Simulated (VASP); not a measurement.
# Ti (P6_3/mmc) in VASP: single point with r2SCAN

Aim: the single point of Ti with r2SCAN.

Everything below comes from runs of VASP 6.6.1. Logs are shortened: lines on timing, memory, paths and dates and some standing lists are left out, and cuts for length are marked.

**1. The cell of the first run**

Symmetry: P6_3/mmc, No. 194, hexagonal system. Conventional cell: a = 2.936 Å, b = 2.936 Å, c = 4.642 Å, α = 90.00°, β = 90.00°, γ = 120.00°. Ti (site symmetry -6m2) has 12 Ti at 2.87 to 2.94 Å within 3.8 Å.

**2. Single point, r2SCAN**

The input, POSCAR:

```
Ti
1.0
    2.9358685287      0.0000000000      0.0000000000
   -1.4679342643      2.5425367280      0.0000000000
    0.0000000000      0.0000000000      4.6417578584
Ti
2
Direct
    0.3333333333      0.6666666667      0.2500000000
    0.6666666667      0.3333333333      0.7500000000
```

The input, INCAR.step1:

```
SYSTEM = Ti
ALGO = Normal
EDIFF = 1E-4
ENCUT = 520
GGA = PE
ISMEAR = -1
LASPH = .True.
LCHARG = .False.
LREAL = .False.
LWAVE = .True.
NBANDS = 19
NELM = 60
PREC = Accurate
SIGMA = 0.1
```

The input, INCAR.step2:

```
SYSTEM = Ti
ALGO = Normal
EDIFF = 1E-6
ENCUT = 520
ISIF = 2
ISMEAR = -1
ISTART = 1
LASPH = .True.
LCHARG = .False.
LMIXTAU = .True.
LREAL = .False.
LWAVE = .False.
METAGGA = R2SCAN
NBANDS = 19
NELM = 60
PREC = Accurate
SIGMA = 0.1
```

The input, KPOINTS:

```
k-points
0
Gamma
  12 12 8
  0 0 0
```

Potentials or basis: VASP PAW PBE potentials, release 64 (Ti_sv).

Run with:

```sh
> cat potpaw_PBE.64/Ti_sv/POTCAR > POTCAR
> cp INCAR.step1 INCAR
> mpirun -np 1 vasp_std > vasp.out
> cp INCAR.step2 INCAR
> mpirun -np 1 vasp_std > vasp.out
```

OUTCAR:

```text
SYSTEM = Ti
   EDIFF = 1E-6
   ENCUT = 520
   ISIF = 2
   ISMEAR = -1
   ISTART = 1
   LASPH = .True.
   LREAL = .False.
   METAGGA = R2SCAN
   NELM = 60
   PREC = Accurate

 ion  position               nearest neighbor table
   1  0.333  0.667  0.250-   2 2.87   2 2.87   2 2.87   2 2.87   2 2.87   2 2.87
   2  0.667  0.333  0.750-   1 2.87   1 2.87   1 2.87   1 2.87   1 2.87   1 2.87

  LATTYP: Found a hexagonal cell.
 ALAT       =     2.9358685287
 C/A-ratio  =     1.5810509950

  Lattice vectors:

 A1 = (   2.9358685287,   0.0000000000,   0.0000000000)
 A2 = (  -1.4679342643,   2.5425367280,   0.0000000000)
 A3 = (   0.0000000000,   0.0000000000,   4.6417578584)

Analysis of symmetry for initial positions (statically):
=====================================================================
 Subroutine PRICEL returns:
 Original cell was already a primitive cell.

 Routine SETGRP: Setting up the symmetry group for a
 hexagonal supercell.

 Subroutine GETGRP returns: Found 24 space group operations
 (whereof 12 operations were pure point group operations)
 out of a pool of 24 trial point group operations.

The static configuration has the point symmetry D_3d.
 The point group associated with its full space group is D_6h.

Analysis of symmetry for dynamics (positions and initial velocities):
=====================================================================
 Subroutine PRICEL returns:
 Original cell was already a primitive cell.

 Routine SETGRP: Setting up the symmetry group for a
 hexagonal supercell.

 Subroutine GETGRP returns: Found 24 space group operations
 (whereof 12 operations were pure point group operations)
 out of a pool of 24 trial point group operations.

The dynamic configuration has the point symmetry D_3d.
 The point group associated with its full space group is D_6h.

 Subroutine INISYM returns: Found 24 space group operations
 (whereof 12 operations are pure point group operations),
 and found     1 'primitive' translations

----------------------------------------------------------------------------------------

                                     Primitive cell

  volume of cell :      34.6487

  direct lattice vectors                    reciprocal lattice vectors
     2.935868529  0.000000000  0.000000000     0.340614707  0.196653993  0.000000000
    -1.467934264  2.542536728  0.000000000     0.000000000  0.393307986  0.000000000
     0.000000000  0.000000000  4.641757858     0.000000000  0.000000000  0.215435624

  length of vectors
     2.935868529  2.935868529  4.641757858     0.393307986  0.393307986  0.215435624

  position of ions in fractional coordinates (direct lattice)
     0.333333333  0.666666667  0.250000000
     0.666666667  0.333333333  0.750000000

  ion indices of the primitive-cell ions
   primitive index   ion index
                 1           1
                 2           2

----------------------------------------------------------------------------------------

 KPOINTS: k-points

Automatic generation of k-mesh.
 Grid dimensions read from file:
 generate k-points for:   12   12    8

 Generating k-lattice:

  Cartesian coordinates                     Fractional coordinates (reciprocal lattice)
     0.028384559  0.016387833  0.000000000     0.083333333 -0.000000000  0.000000000
     0.000000000  0.032775666  0.000000000     0.000000000  0.083333333  0.000000000
     0.000000000  0.000000000  0.026929453     0.000000000  0.000000000  0.125000000

  Length of vectors
     0.032775666  0.032775666  0.026929453

  Shift w.r.t. Gamma in fractional coordinates (k-lattice)
     0.000000000  0.000000000  0.000000000

 Subroutine IBZKPT returns following result:
 ===========================================

 Found     95 irreducible k-points:

 Following reciprocal coordinates:
            Coordinates               Weight
  0.000000  0.000000  0.000000      1.000000
  0.083333  0.000000  0.000000      6.000000
  0.166667  0.000000  0.000000      6.000000
  0.250000  0.000000  0.000000      6.000000
  0.333333  0.000000  0.000000      6.000000
  0.416667  0.000000  0.000000      6.000000
[... 16 lines left out ...]
  0.250000  0.000000  0.125000     12.000000
  0.333333  0.000000  0.125000     12.000000
 [... further k-points ...]
   k-points           NKPTS =     95   k-points in BZ     NKDIM =     95   number of bands    NBANDS=     19
   number of dos      NEDOS =    301   number of ions     NIONS =      2
   total plane-waves  NPLWV =  20736
   dimension x,y,z NGX =    24 NGY =   24 NGZ =   36
   dimension x,y,z NGXF=    48 NGYF=   48 NGZF=   72
   ions per type =               2
   NGX,Y,Z   is equivalent  to a cutoff of  13.59, 13.59, 12.89 a.u.
   NGXF,Y,Z  is equivalent  to a cutoff of  27.18, 27.18, 25.79 a.u.
 SYSTEM =  Ti
   PREC   = accura    normal or accurate (medium, high low for compatibility)
   ISTART =      1    job   : 0-new  1-cont  2-samecut
   ICHARG =      0    charge: 1-file 2-atom 10-const
   ISPIN  =      1    spin polarized calculation?
   LNONCOLLINEAR =      F non collinear calculations
   LSORBIT =      F    spin-orbit coupling
   LASPH  =      T    aspherical Exc in radial PAW
   ENCUT  =  520.0 eV  38.22 Ry    6.18 a.u.   5.46  5.46  8.63*2*pi/ulx,y,z
   NELM   =     60;   NELMIN=  2; NELMDL=  0     # of ELM steps
   EDIFF  = 0.1E-05   stopping-criterion for ELM
   LREAL  =      F    real-space projection
   EDIFFG = 0.1E-04   stopping-criterion for IOM
   NSW    =      0    number of steps for IOM
   IBRION =     -1    ionic relax: 0-MD 1-quasi-New 2-CG
   NFREE  =      0    steps in history (QN), initial steepest desc. (CG)
   ISIF   =      2    stress and relaxation
   ISYM   =      2    0-nonsym 1-usesym 2-fastsym
   POTIM  = 0.5000    time-step for ionic-motion
   TEBEG  =    0.0;   TEEND  =   0.0 temperature during run
   PSTRESS=    0.0 pullay stress
   NELECT =      24.0000    total number of electrons
   NUPDOWN=      -1.0000    fix difference up-down
   EMIN   =  10.00;   EMAX   =-10.00  energy-range for DOS
   EFERMI =   0.00;   METHOD = LEGACY
   ISMEAR =    -1;   SIGMA  =   0.10  broadening in eV -4-tet -1-fermi 0-gaus
   EFERMI_NEDOS =   21; number of points for ismear=-14 and -15
   IALGO  =     38    algorithm
   IMIX   =      4    mixing-type and parameters
     AMIX     =   0.40;   BMIX     =  1.00
     AMIX_MAG =   1.60;   BMIX_MAG =  1.00
  volume/ion in A,a.u.               =      17.32       116.91
  Fermi-wavevector in a.u.,A,eV,Ry     =   1.448493  2.737255 28.546828  2.098133
  Thomas-Fermi vector in A             =   2.566328
   LORBIT       =      0    0 simple, 1 ext, 2 COOP (PROOUT), +10 PAW based schemes
   METAGGA = R2SCAN    functional components
   LHFCALC =     F    Hartree Fock is set to
   AEXX    =    0.0000 exact exchange contribution
   IVDW    =     0    specifies the selected vdW correction
   LEPSILON=     F    determine dielectric tensor
   LRPA    =     F    only Hartree local field effects (RPA)
 non-spin polarized calculation
  energy-cutoff  :      520.00
  volume of cell :       34.65
 maximum number of plane-waves:       965
 NGX is ok and might be reduce to    24
   NGX = 11   NGY = 11   NGZ = 17

 number of electron      24.0000002 magnetization

 Free energy of the ion-electron system (eV)
  ---------------------------------------------------
  ext. energy  EPLUGINS =         0.00000000
  ---------------------------------------------------
  free energy    TOTEN  =       -25.93144220 eV

  energy without entropy =      -25.86648094  energy(sigma->0) =      -25.89896157

 E-fermi :   8.4104     XC(G=0): -12.4092

 val. band max:        8.3861860903   @ k =   0.3333   0.2500   0.3750
 cond. band min:       8.4444613330   @ k =   0.1667   0.0000   0.0000
 fundamental gap:      0.0582752427
 Fermi energy:         8.4104262721

 k-point     1 :       0.0000    0.0000    0.0000
  band No.  band energies     occupation
      1     -50.8028      2.00000
      2     -50.6568      2.00000
      3     -26.3655      2.00000
      4     -25.6969      2.00000
      5     -25.6969      2.00000
      6     -25.6198      2.00000
[... 11 lines left out ...]
     18      10.2523      0.00000
     19      11.8233      0.00000

 k-point     2 :       0.0833    0.0000    0.0000
  band No.  band energies     occupation
      1     -50.7955      2.00000
      2     -50.6540      2.00000
      3     -26.3494      2.00000
      4     -25.7295      2.00000
      5     -25.7078      2.00000
      6     -25.6265      2.00000
[... 11 lines left out ...]
     18      10.1377      0.00000
     19      11.8844      0.00000

 k-point     3 :       0.1667    0.0000    0.0000
  band No.  band energies     occupation
      1     -50.7753      2.00000
      2     -50.6466      2.00000
      3     -26.3033      2.00000
      4     -25.8193      2.00000
      5     -25.7367      2.00000
      6     -25.7172      2.00000
[... 11 lines left out ...]
     18      10.3151      0.00000
     19      12.0118      0.00000

 k-point     4 :       0.2500    0.0000    0.0000
  band No.  band energies     occupation
      1     -50.7465      2.00000
      2     -50.6379      2.00000
      3     -26.2342      2.00000
      4     -25.9435      2.00000
      5     -25.8366      2.00000
      6     -25.7743      2.00000
[... 11 lines left out ...]
     18      10.8460      0.00000
     19      12.1301      0.00000

 k-point     5 :       0.3333    0.0000    0.0000
  band No.  band energies     occupation
      1     -50.7153      2.00000
      2     -50.6314      2.00000
      3     -26.1529      2.00000
      4     -26.0687      2.00000
      5     -25.9516      2.00000
      6     -25.8106      2.00000
[... 11 lines left out ...]
     18      11.4427      0.00000
     19      12.2110      0.00000
[... 334 lines left out ...]
      2     -50.6594      2.00000
      3     -26.3237      2.00000
      4     -25.7249      2.00000
      5     -25.7036      2.00000
      6     -25.6685      2.00000
[... 11 lines left out ...]
     18      10.3318      0.00000
     19      11.8848      0.00000

 k-point    22 :       0.1667    0.0000    0.1250
  band No.  band energies     occupation
      1     -50.7705      2.00000
      2     -50.6516      2.00000
      3     -26.2829      2.00000
      4     -25.8126      2.00000
      5     -25.7451      2.00000
      6     -25.7318      2.00000
[... 11 lines left out ...]
     18      10.3467      0.00000
     19      11.9919      0.00000

 k-point    23 :       0.2500    0.0000    0.1250
  band No.  band energies     occupation
      1     -50.7424      2.00000
      2     -50.6420      2.00000
      3     -26.2253      2.00000
      4     -25.9310      2.00000
      5     -25.8591      2.00000
      6     -25.7688      2.00000
[... 11 lines left out ...]
     18      10.8013      0.00000
     19      12.0893      0.00000

 k-point    24 :       0.3333    0.0000    0.1250
  band No.  band energies     occupation
      1     -50.7120      2.00000
      2     -50.6346      2.00000
      3     -26.1784      2.00000
      4     -26.0320      2.00000
      5     -25.9681      2.00000
      6     -25.8044      2.00000
[... 11 lines left out ...]
     18      11.3635      0.00000
     19      12.1568      0.00000

 [... further k-points ...]
[... 5 lines left out ...]
  --------------------------------------------------------------------------------------
  -------------------------------------------------------------------------------------
  Total        0.0794056      0.0794056      0.0710417      0.0000000      0.0000000     -0.0000000
  in kB        3.6717704      3.6717704      3.2850178      0.0000000      0.0000000     -0.0000000
  external PRESSURE =       3.5428529 kB  Pullay stress =       0.0000000 kB

 VOLUME and BASIS-vectors are now :
 -----------------------------------------------------------------------------
  energy-cutoff  :      520.00
  volume of cell :       34.65
      direct lattice vectors                 reciprocal lattice vectors
     2.935868529  0.000000000  0.000000000     0.340614707  0.196653993  0.000000000
    -1.467934264  2.542536728  0.000000000     0.000000000  0.393307986  0.000000000
     0.000000000  0.000000000  4.641757858     0.000000000  0.000000000  0.215435624

 POSITION                                       TOTAL-FORCE (eV/Angst)
 -----------------------------------------------------------------------------------
     -0.00000      1.69502      1.16044         0.000000     -0.000000      0.000000
      1.46793      0.84751      3.48132        -0.000000      0.000000      0.000000
 -----------------------------------------------------------------------------------
    total drift:                                0.000000     -0.000000      0.000000

  FREE ENERGIE OF THE ION-ELECTRON SYSTEM (eV)
  ---------------------------------------------------
  free  energy   TOTEN  =       -25.9314421969 eV

  energy  without entropy=      -25.8664809443  energy(sigma->0) =      -25.89896157
```

Wall time 3 min (1 thread of AMD EPYC 9R14 (Zen 4), shared host); peak memory 0.16 GiB.

Results:

* Free energy: -25.9314 eV
* Pressure: 0.4 GPa
* Band gap on the k mesh: zero (band 12 reaches 9.29 eV, above the bottom of band 13 at 8.08 eV)

Caveat: the PAW data sets were made with another functional, which shifts forces and pressure a little.
